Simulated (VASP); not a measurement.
Runs of VASP 6.6.1 on PbO. The structure is that of space group P-6m2 (No. 187), or close to it. The cells are those of the table. 

```tsv
level	potentials or basis	cell	gap on the mesh (eV)	pressure (GPa)
PBE	VASP PAW PBE potentials, release 64 (Pb_d, O)	a = 3.487, b = 3.487, c = 3.259 Å, angles 90.0, 90.0, 120.0°, 2 atoms	none	(a)
PBE	VASP PAW PBE potentials, release 64 (Pb_d, O)	a = 3.624, b = 3.624, c = 3.322 Å, angles 90.0, 90.0, 120.0°, 2 atoms	none	-2.9
PBE	VASP PAW PBE potentials, release 64 (Pb_d, O)	a = 3.568, b = 3.568, c = 3.295 Å, angles 90.0, 90.0, 120.0°, 2 atoms	none	-0.1
PBE	VASP PAW PBE potentials, release 64 (Pb_d, O)	a = 3.596, b = 3.596, c = 3.308 Å, angles 90.0, 90.0, 120.0°, 2 atoms	none	-1.6
PBE	VASP PAW PBE potentials, release 64 (Pb_d, O)	a = 3.539, b = 3.539, c = 3.281 Å, angles 90.0, 90.0, 120.0°, 2 atoms	none	1.6
LDA	VASP PAW LDA potentials, release 64 (Pb_d, O)	a = 3.568, b = 3.568, c = 3.295 Å, angles 90.0, 90.0, 120.0°, 2 atoms	none	-7.3
PBE	VASP PAW PBE potentials, release 64 (Pb_d, O)	a = 3.664, b = 3.664, c = 3.343 Å, angles 90.0, 90.0, 120.0°, 2 atoms	none	-4.8
PBE	VASP PAW PBE potentials, release 64 (Pb_d, O)	a = 3.703, b = 3.703, c = 3.364 Å, angles 90.0, 90.0, 120.0°, 2 atoms	(b)	-6.3
```

Alike in all rows: task single point; no spin polarisation; k mesh 12 × 12 × 10; cutoff (eV) 520; smearing gaussian 0.05 eV.

Q: Fill in the values left out.

A: (a) 5.1; (b) 0.01.

Caveats: spin-orbit coupling is left out, which moves the levels of the heavy elements; semilocal functionals underestimate gaps, and a narrow one can read as zero (at least some runs); the cell stands under tension (at least some runs); the cell stands under pressure (at least some runs); the smearing spreads over this small gap (at least some runs).

A k mesh can miss the band edges, and the runs leave out spin-orbit coupling on Pb.

A gap of «none» marks levels without a gap at the run's occupations.
